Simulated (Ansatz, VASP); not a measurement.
**Two plane-wave programs on Si**

File INCAR:

```
ALGO = Normal ; EDIFF = 1E-6
ENCUT = 520 ; GGA = PE
ISIF = 2 ; ISMEAR = 0
IVDW = 12 ; LASPH = True
LCHARG = True ; LELF = True
LREAL = False ; LVHAR = True
LWAVE = False ; NBANDS = 8
NELM = 80 ; PREC = Accurate
SIGMA = 0.15
```

File KPOINTS:

```
k-points
0
Gamma
  26 26 26
```

File POSCAR:

```
Si
1.0
   -1.6269149300      1.6269149300      1.3203298500
    1.6269149300     -1.6269149300      1.3203298500
    1.6269149300      1.6269149300     -1.3203298500
Si
1
Direct
    0.0000000000      0.0000000000      0.0000000000
```

Input for Ansatz:

```yaml
crystal:
  lattice:
    - [-1.62691493, 1.62691493, 1.32032985]
    - [1.62691493, -1.62691493, 1.32032985]
    - [1.62691493, 1.62691493, -1.32032985]
  atoms:
    - { symbol: Si, position: [0.0, 0.0, 0.0] }
basis:
  ecutwfc: 420
kpoints:
  mp_grid: { grid: [26, 26, 26] }
hamiltonian:
  xc: pbe
  dispersion: d3bj
scf:
  occupations: { method: gaussian, width: 0.15 }
output:
  forces: true
  stress: true
  eigenvalues: true
```

Alike in both runs: task single point; functional PBE; dispersion D3(BJ); k mesh 26 × 26 × 26; occupations gaussian, width 0.15 eV; no spin polarisation.

```csv
,VASP,Ansatz
version,VASP 6.6.1,Ansatz 0.2.0
potentials or method,"VASP PAW PBE potentials, release 64 (Si), cutoff 520 eV","scalar-relativistic, plane waves, PAW"
valence electrons in the cell,4,4
```

Ansatz gave:

```
gap on the k mesh at the Fermi level (eV)                     : none
pressure (GPa)                                                : -1.7
traceless stress, the component that is largest in VASP (GPa) : -0.71
```

**Question.** Which values does VASP return?

**Answer.** gap on the k mesh at the Fermi level (eV): none; pressure (GPa): -1.8; traceless stress, the component that is largest in VASP (GPa): -0.73.

A gap of «none» marks a metal or a gap that the smearing closes.
